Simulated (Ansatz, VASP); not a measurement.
## NbTe: VASP beside Ansatz

```
Te Nb
1.0
     3.70297    0.00000    0.00000
    -1.85149    3.20687    0.00000
     0.00000    0.00000    3.69421
Te Nb
1 1
Direct
  0.66667 0.33333 0.00000
  0.00000 0.00000 0.50000
```

Alike in both runs: task relaxation of cell and atoms; functional LDA; k mesh 8 × 8 × 7; occupations fermi-dirac, width 0.05 eV; no spin polarisation.

|  | VASP | Ansatz |
| --- | --- | --- |
| version | VASP 6.6.1 | Ansatz 0.2.0 |
| potentials or method | VASP PAW LDA potentials, release 64 (Te, Nb_sv) | Ansatz PAW |
| plane-wave cutoff (eV) | 600 | 420 |
| valence electrons in the cell | 19 | 29 |

|  | VASP | Ansatz | Ansatz less VASP |
| --- | --- | --- | --- |
| gap on the k mesh at the Fermi level, each at its own relaxed structure (eV) | none | none | - |
| relaxed volume (Å³/atom) | 20.60 | 20.59 | -0.001 |
| relaxed length of the cell vector where the two differ most in proportion (Å) | 3.611 | 3.610 | -0.0002 |

LDA's correlation is that of Perdew and Zunger in VASP and of Perdew and Wang (1992) in Ansatz. A gap of «none» marks a metal or a gap that the smearing closes. VASP's potentials hold 19 valence electrons a cell and Ansatz's 29, so a difference there can come from the potentials and not from the codes.

Spin-orbit coupling is off throughout. Noted on Ansatz's run: the plane-wave basis is chosen anew once the cell has moved, so the energies of steps on either side of that aren't comparable.
